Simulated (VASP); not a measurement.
# LaZn2Rh2 (I4/mmm) in VASP: single point with PBEsol

Aim: the single point of LaZn2Rh2 with PBEsol.

Program: VASP 6.6.1. These are calculated values, not measurements. Logs are shortened: lines on timing, memory, paths and dates and some standing lists are left out, and cuts for length are marked.

## (1) The cell of the first run

Symmetry: I4/mmm, No. 139, tetragonal system. The conventional cell has a = 4.247 Å, b = 4.247 Å, c = 10.900 Å, α = 90.00°, β = 90.00°, γ = 90.00°. Within 3.5 Å of Rh (site symmetry -4m2) lie 4 Zn at 2.54 Å and 4 Rh at 3.00 Å and 4 La at 3.45 Å. La (site symmetry 4/mmm) has 10 Zn at 3.28 to 4.12 Å and 8 Rh at 3.45 Å and 4 La at 4.25 Å within 4.3 Å. Within 3.4 Å of Zn (site symmetry 4mm) lie 4 Rh at 2.54 Å and 1 Zn at 2.66 Å and 4 La at 3.28 Å.

## (2) Single point, PBEsol

The input, INCAR:

```
SYSTEM = LaZn2Rh2
  ALGO = Normal
  EDIFF = 1E-7
  ENCUT = 520
  GGA = PS
  ISIF = 2
  ISMEAR = -1
  LASPH = .TRUE.
  LCHARG = .FALSE.
  LREAL = .FALSE.
  LWAVE = .FALSE.
  NBANDS = 40
  NELM = 100
  PREC = Accurate
  SIGMA = 0.1
```

The input, KPOINTS:

```
k-points
0
G
  5 5 5
  0 0 0
```

The input, POSCAR:

```
LaZn2Rh2
1.0
    0.0000000000      4.2470590000      0.0000000000
    4.2470590000      0.0000000000      0.0000000000
    2.1235300000      2.1235300000     -5.4498320000
Rh La Zn
2 1 2
Direct
    0.7500000000      0.2500000000      0.5000000000
    0.2500000000      0.7500000000      0.5000000000
    0.0000000000      0.0000000000      0.0000000000
    0.3780000000      0.3780000000      0.2440000000
    0.6220000000      0.6220000000      0.7560000000
```

Potentials or basis: VASP PAW PBE potentials, release 64 (Rh_pv, La, Zn).

Command:

```sh
cat potpaw_PBE.64/Rh_pv/POTCAR potpaw_PBE.64/La/POTCAR potpaw_PBE.64/Zn/POTCAR > POTCAR
mpirun -np 1 vasp_std > vasp.out
```

OUTCAR:

```text
SYSTEM = LaZn2Rh2
   EDIFF = 1E-7
   ENCUT = 520
   GGA = PS
   ISIF = 2
   ISMEAR = -1
   LASPH = .TRUE.
   LREAL = .FALSE.
   NELM = 100
   PREC = Accurate

 ion  position               nearest neighbor table
   1  0.750  0.250  0.500-   4 2.54   5 2.54   5 2.54   4 2.54   2 3.00   2 3.00   2 3.00   2 3.00
                             3 3.45   3 3.45   3 3.45   3 3.45
   2  0.250  0.750  0.500-   4 2.54   5 2.54   5 2.54   4 2.54   1 3.00   1 3.00   1 3.00   1 3.00
                             3 3.45   3 3.45   3 3.45   3 3.45
   3  0.000  0.000  0.000-   5 3.28   4 3.28   5 3.28   4 3.28   4 3.28   5 3.28   5 3.28   4 3.28
                             1 3.45   2 3.45   2 3.45   1 3.45   2 3.45   1 3.45   2 3.45   1 3.45
   4  0.378  0.378  0.244-   2 2.54   1 2.54   1 2.54   2 2.54   5 2.66   3 3.28   3 3.28   3 3.28
                             3 3.28
   5  0.622  0.622  0.756-   2 2.54   1 2.54   1 2.54   2 2.54   4 2.66   3 3.28   3 3.28   3 3.28
                             3 3.28

  LATTYP: Found a body centered tetragonal cell.
 ALAT       =     4.2470590000
 C/A-ratio  =     2.5664027742

  Lattice vectors:

 A1 = (  -2.1235300000,   2.1235290000,   5.4498320000)
 A2 = (   2.1235290000,  -2.1235300000,   5.4498320000)
 A3 = (   2.1235300000,   2.1235300000,  -5.4498320000)

Analysis of symmetry for initial positions (statically):
=====================================================================
 Subroutine PRICEL returns:
 Original cell was already a primitive cell.

 Routine SETGRP: Setting up the symmetry group for a
 body centered tetragonal supercell.

 Subroutine GETGRP returns: Found 16 space group operations
 (whereof 16 operations were pure point group operations)
 out of a pool of 16 trial point group operations.

The static configuration has the point symmetry D_4h.

Analysis of symmetry for dynamics (positions and initial velocities):
=====================================================================
 Subroutine PRICEL returns:
 Original cell was already a primitive cell.

 Routine SETGRP: Setting up the symmetry group for a
 body centered tetragonal supercell.

 Subroutine GETGRP returns: Found 16 space group operations
 (whereof 16 operations were pure point group operations)
 out of a pool of 16 trial point group operations.

The dynamic configuration has the point symmetry D_4h.

 Subroutine INISYM returns: Found 16 space group operations
 (whereof 16 operations are pure point group operations),
 and found     1 'primitive' translations

----------------------------------------------------------------------------------------

                                     Primitive cell

  volume of cell :      98.3014

  direct lattice vectors                    reciprocal lattice vectors
     0.000000000  4.247059000  0.000000000     0.000000000  0.235457054  0.091745969
     4.247059000  0.000000000  0.000000000     0.235457054  0.000000000  0.091745969
     2.123530000  2.123530000 -5.449832000     0.000000000  0.000000000 -0.183491895

  length of vectors
     4.247059000  4.247059000  6.222493724     0.252700113  0.252700113  0.183491895

  position of ions in fractional coordinates (direct lattice)
     0.750000000  0.250000000  0.500000000
     0.250000000  0.750000000  0.500000000
     0.000000000  0.000000000  0.000000000
     0.378000000  0.378000000  0.244000000
     0.622000000  0.622000000  0.756000000

  ion indices of the primitive-cell ions
   primitive index   ion index
                 1           1
                 2           2
                 3           3
                 4           4
                 5           5

----------------------------------------------------------------------------------------

 KPOINTS: k-points

Automatic generation of k-mesh.
 Grid dimensions read from file:
 generate k-points for:    5    5    5

 Generating k-lattice:

  Cartesian coordinates                     Fractional coordinates (reciprocal lattice)
     0.000000000  0.047091411  0.018349194     0.200000000  0.000000000  0.000000000
     0.047091411  0.000000000  0.018349194     0.000000000  0.200000000  0.000000000
     0.000000000  0.000000000 -0.036698379     0.000000000  0.000000000  0.200000000

  Length of vectors
     0.050540023  0.050540023  0.036698379

  Shift w.r.t. Gamma in fractional coordinates (k-lattice)
     0.000000000  0.000000000  0.000000000

 Subroutine IBZKPT returns following result:
 ===========================================

 Found     18 irreducible k-points:

 Following reciprocal coordinates:
            Coordinates               Weight
  0.000000  0.000000  0.000000      1.000000
  0.200000  0.000000  0.000000      8.000000
  0.400000  0.000000  0.000000      8.000000
  0.200000  0.200000  0.000000      8.000000
  0.400000  0.200000  0.000000     16.000000
 -0.400000  0.200000 -0.000000     16.000000
[... 10 lines left out ...]
  0.000000  0.000000  0.400000      2.000000
 -0.200000  0.000000  0.400000      4.000000
   k-points           NKPTS =     18   k-points in BZ     NKDIM =     18   number of bands    NBANDS=     40
   number of dos      NEDOS =    301   number of ions     NIONS =      5
   total plane-waves  NPLWV =  49152
   dimension x,y,z NGX =    32 NGY =   32 NGZ =   48
   dimension x,y,z NGXF=    64 NGYF=   64 NGZF=   96
   ions per type =               2   1   2
   NGX,Y,Z   is equivalent  to a cutoff of  12.53, 12.53, 12.82 a.u.
   NGXF,Y,Z  is equivalent  to a cutoff of  25.05, 25.05, 25.65 a.u.
 SYSTEM =  LaZn2Rh2
   PREC   = accura    normal or accurate (medium, high low for compatibility)
   ISTART =      0    job   : 0-new  1-cont  2-samecut
   ICHARG =      2    charge: 1-file 2-atom 10-const
   ISPIN  =      1    spin polarized calculation?
   LNONCOLLINEAR =      F non collinear calculations
   LSORBIT =      F    spin-orbit coupling
   LASPH  =      T    aspherical Exc in radial PAW
   ENCUT  =  520.0 eV  38.22 Ry    6.18 a.u.   7.90  7.90 11.57*2*pi/ulx,y,z
   NELM   =    100;   NELMIN=  2; NELMDL= -5     # of ELM steps
   EDIFF  = 0.1E-06   stopping-criterion for ELM
   LREAL  =      F    real-space projection
   EDIFFG = 0.1E-05   stopping-criterion for IOM
   NSW    =      0    number of steps for IOM
   IBRION =     -1    ionic relax: 0-MD 1-quasi-New 2-CG
   NFREE  =      0    steps in history (QN), initial steepest desc. (CG)
   ISIF   =      2    stress and relaxation
   ISYM   =      2    0-nonsym 1-usesym 2-fastsym
   POTIM  = 0.5000    time-step for ionic-motion
   TEBEG  =    0.0;   TEEND  =   0.0 temperature during run
   PSTRESS=    0.0 pullay stress
   NELECT =      65.0000    total number of electrons
   NUPDOWN=      -1.0000    fix difference up-down
   EMIN   =  10.00;   EMAX   =-10.00  energy-range for DOS
   EFERMI =   0.00;   METHOD = LEGACY
   ISMEAR =    -1;   SIGMA  =   0.10  broadening in eV -4-tet -1-fermi 0-gaus
   EFERMI_NEDOS =   21; number of points for ismear=-14 and -15
   IALGO  =     38    algorithm
   IMIX   =      4    mixing-type and parameters
     AMIX     =   0.40;   BMIX     =  1.00
     AMIX_MAG =   1.60;   BMIX_MAG =  1.00
  volume/ion in A,a.u.               =      19.66       132.67
  Fermi-wavevector in a.u.,A,eV,Ry     =   1.426240  2.695203 27.676447  2.034162
  Thomas-Fermi vector in A             =   2.546539
   LORBIT       =      0    0 simple, 1 ext, 2 COOP (PROOUT), +10 PAW based schemes
   GGA     = PS    functional components
   LHFCALC =     F    Hartree Fock is set to
   AEXX    =    0.0000 exact exchange contribution
   IVDW    =     0    specifies the selected vdW correction
   LEPSILON=     F    determine dielectric tensor
   LRPA    =     F    only Hartree local field effects (RPA)
 non-spin polarized calculation
  energy-cutoff  :      520.00
  volume of cell :       98.30
 maximum number of plane-waves:      2665
   NGX = 15   NGY = 15   NGZ = 23

 number of electron      65.0000006 magnetization

 Free energy of the ion-electron system (eV)
  ---------------------------------------------------
  ext. energy  EPLUGINS =         0.00000000
  ---------------------------------------------------
  free energy    TOTEN  =       -26.63119843 eV

  energy without entropy =      -26.50884874  energy(sigma->0) =      -26.57002358

 E-fermi :   6.3674     XC(G=0): -11.4714

 val. band max:        6.3313802164   @ k =   0.4000   0.4000   0.0000
 cond. band min:       6.3792878116   @ k =   0.0000   0.0000   0.2000
 fundamental gap:      0.0479075952
 Fermi energy:         6.3674403529

 k-point     1 :       0.0000    0.0000    0.0000
  band No.  band energies     occupation
      1     -39.1199      2.00000
      2     -39.1199      2.00000
      3     -39.0746      2.00000
      4     -39.0507      2.00000
      5     -39.0070      2.00000
      6     -39.0070      2.00000
[... 32 lines left out ...]
     39       8.5777      0.00000
     40       8.5790      0.00000

 k-point     2 :       0.2000    0.0000    0.0000
  band No.  band energies     occupation
      1     -39.1098      2.00000
      2     -39.1092      2.00000
      3     -39.0723      2.00000
      4     -39.0529      2.00000
      5     -39.0184      2.00000
      6     -39.0178      2.00000
[... 32 lines left out ...]
     39       8.6040      0.00000
     40       8.6517      0.00000

 k-point     3 :       0.4000    0.0000    0.0000
  band No.  band energies     occupation
      1     -39.0826      2.00000
      2     -39.0810      2.00000
      3     -39.0661      2.00000
      4     -39.0587      2.00000
      5     -39.0477      2.00000
      6     -39.0461      2.00000
[... 595 lines left out ...]
  band No.  band energies     occupation
      1     -39.1199      2.00000
      2     -39.1199      2.00000
      3     -39.0747      2.00000
      4     -39.0506      2.00000
      5     -39.0070      2.00000
      6     -39.0070      2.00000
[... 32 lines left out ...]
     39       8.5214      0.00000
     40       8.5732      0.00000

 k-point    18 :      -0.2000    0.0000    0.4000
  band No.  band energies     occupation
      1     -39.1098      2.00000
      2     -39.1092      2.00000
      3     -39.0723      2.00000
      4     -39.0529      2.00000
      5     -39.0184      2.00000
      6     -39.0178      2.00000
[... 32 lines left out ...]
     39       8.5766      0.00000
     40       8.5874      0.00000

------------------------ aborting loop because EDIFF is reached ----------------------------------------

  FORCE on cell =-STRESS in cart. coord.  units (eV):
  Direction    XX          YY          ZZ          XY          YZ          ZX
  --------------------------------------------------------------------------------------
  -------------------------------------------------------------------------------------
  Total       -4.2264132     -4.2264132     -7.8378932     -0.0000000      0.0000007      0.0000007
  in kB      -68.8847105    -68.8847105   -127.7468554     -0.0000000      0.0000117      0.0000117
  external PRESSURE =     -88.5054255 kB  Pullay stress =       0.0000000 kB

 VOLUME and BASIS-vectors are now :
 -----------------------------------------------------------------------------
  energy-cutoff  :      520.00
  volume of cell :       98.30
      direct lattice vectors                 reciprocal lattice vectors
     0.000000000  4.247059000  0.000000000     0.000000000  0.235457054  0.091745969
     4.247059000  0.000000000  0.000000000     0.235457054  0.000000000  0.091745969
     2.123530000  2.123530000 -5.449832000     0.000000000  0.000000000 -0.183491895

 POSITION                                       TOTAL-FORCE (eV/Angst)
 -----------------------------------------------------------------------------------
      2.12353      4.24706     -2.72492         0.000000      0.000000     -0.000000
      4.24706      2.12353     -2.72492         0.000000     -0.000000     -0.000000
      0.00000      0.00000      0.00000        -0.000000     -0.000000     -0.000000
      2.12353      2.12353     -1.32976         0.000000      0.000000     -0.097248
      4.24706      4.24706     -4.12007        -0.000000     -0.000000      0.097248
 -----------------------------------------------------------------------------------
    total drift:                                0.000000     -0.000000     -0.000000

  FREE ENERGIE OF THE ION-ELECTRON SYSTEM (eV)
  ---------------------------------------------------
  free  energy   TOTEN  =       -26.6311984261 eV

  energy  without entropy=      -26.5088487411  energy(sigma->0) =      -26.57002358
```

Run time: 45 s. Hardware: 1 thread of Intel Xeon 6975P-C (Granite Rapids), shared host; peak memory 0.26 GiB.

Results:

```
Free energy            : -26.6312 eV
Pressure               : -8.9 GPa
Largest force          : 0.097 eV/Å
Band gap on the k mesh : zero (an odd number of electrons rules out a gap without spin polarisation)
```

Forces on the atoms (eV/Å):
```
Rh   0.000  0.000  0.000
Rh   0.000  0.000  0.000
La   0.000  0.000  0.000
Zn   0.000  0.000 -0.097
Zn   0.000  0.000  0.097
```

Caveat: the stress differs along the axes, from -13 to -7 GPa; the PAW data sets were made with another functional, which shifts forces and pressure a little; spin-orbit coupling is left out, which moves the levels of the heavy elements.

The gap in the log of VASP goes by the Fermi energy; the results here count the filled bands.